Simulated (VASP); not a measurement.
A run of VASP 6.6.1 is set up as follows.

INCAR

```
SYSTEM = BTe
PREC = Accurate ; ENCUT = 520
EDIFF = 1E-7 ; ISMEAR = 0
SIGMA = 0.1 ; LREAL = .FALSE.
LASPH = .TRUE. ; NELM = 80
ALGO = Normal ; ISIF = 2
LWAVE = .FALSE. ; LCHARG = .FALSE.
GGA = PE ; NBANDS = 12
```

File KPOINTS:

```
regular mesh
0
G
  6 6 6
  0 0 0
```

The input POSCAR:

```
BTe
1.0
    0.0000000000      2.5771051100      2.5771051100
    2.5771051100      0.0000000000      2.5771051100
    2.5771051100      2.5771051100      0.0000000000
B Te
1 1
Direct
    0.0000000000      0.0000000000      0.0000000000
    0.5000000000      0.5000000000      0.5000000000
```

Potentials or basis: VASP PAW PBE potentials, release 64 (B, Te).

The run is started by

```bash
$ cat potpaw_PBE.64/B/POTCAR potpaw_PBE.64/Te/POTCAR > POTCAR
$ mpirun -np 1 vasp_std > vasp.out
```

Question: Estimate the pressure.

Answer: -3.5 GPa.
